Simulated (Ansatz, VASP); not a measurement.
# Si2Mo: VASP beside Ansatz

Contents of INCAR:

```
PREC = Accurate
ENCUT = 520
EDIFF = 1E-6
ISMEAR = 0
SIGMA = 0.1
LREAL = F
LASPH = T
NELM = 80
ALGO = Normal
ISIF = 2
LWAVE = F
LCHARG = F
GGA = PE
NBANDS = 43
```

File KPOINTS:

```
Automatic mesh
0
Gamma
  6 6 4
```

POSCAR

```
Si2Mo
1.0
    4.5854715599      0.0000000000      0.0000000000
   -2.2927357800      3.9711348592      0.0000000000
    0.0000000000      0.0000000000      6.5797601000
Si Mo
6 3
Direct
    0.1638729800      0.8361270200      0.8333333300
    0.3277459600      0.1638729800      0.1666666700
    0.8361270200      0.6722540400      0.5000000000
    0.8361270200      0.1638729800      0.8333333300
    0.6722540400      0.8361270200      0.1666666700
    0.1638729800      0.3277459600      0.5000000000
    0.5000000000      0.0000000000      0.5000000000
    0.0000000000      0.5000000000      0.1666666700
    0.5000000000      0.5000000000      0.8333333300
```

Input for Ansatz:

```yaml
crystal:
  lattice:
    - [4.5854715599, 0.0, 0.0]
    - [-2.29273578, 3.9711348592, 0.0]
    - [0.0, 0.0, 6.5797601]
  atoms:
    - { symbol: Si, position: [0.16387298, 0.83612702, 0.83333333] }
    - { symbol: Si, position: [0.32774596, 0.16387298, 0.16666667] }
    - { symbol: Si, position: [0.83612702, 0.67225404, 0.5] }
    - { symbol: Si, position: [0.83612702, 0.16387298, 0.83333333] }
    - { symbol: Si, position: [0.67225404, 0.83612702, 0.16666667] }
    - { symbol: Si, position: [0.16387298, 0.32774596, 0.5] }
    - { symbol: Mo, position: [0.5, 0.0, 0.5] }
    - { symbol: Mo, position: [0.0, 0.5, 0.16666667] }
    - { symbol: Mo, position: [0.5, 0.5, 0.83333333] }
basis:
  ecutwfc: 420
kpoints:
  mp_grid: { grid: [6, 6, 4] }
hamiltonian:
  xc: pbe
scf:
  occupations: { method: gaussian, width: 0.1 }
  lower_state_search: "off"
output:
  forces: true
  stress: true
  eigenvalues: true
```

Alike in both runs: task single point; functional PBE; k mesh 6 × 6 × 4; occupations gaussian, width 0.1 eV; no spin polarisation.

|  | VASP | Ansatz |
| --- | --- | --- |
| version | VASP 6.6.1 | Ansatz 0.2.0 |
| potentials or method | VASP PAW PBE potentials, release 64 (Si, Mo_sv), cutoff 520 eV | scalar-relativistic, plane waves, PAW |
| valence electrons in the cell | 66 | 66 |

```csv
,VASP,Ansatz,Ansatz less VASP
gap on the k mesh at the Fermi level (eV),0.05,0.05,+0.003
least direct gap on the mesh (eV),0.54,0.54,+0.002
pressure (GPa),3.7,3.5,-0.16
"traceless stress, the component that is largest in VASP (GPa)",-0.10,-0.09,+0.014
rms of the force components (eV/Å),0.003,0.005,+0.0022
```

Atom by atom the forces differ by 0.002 eV/Å (rms over components).
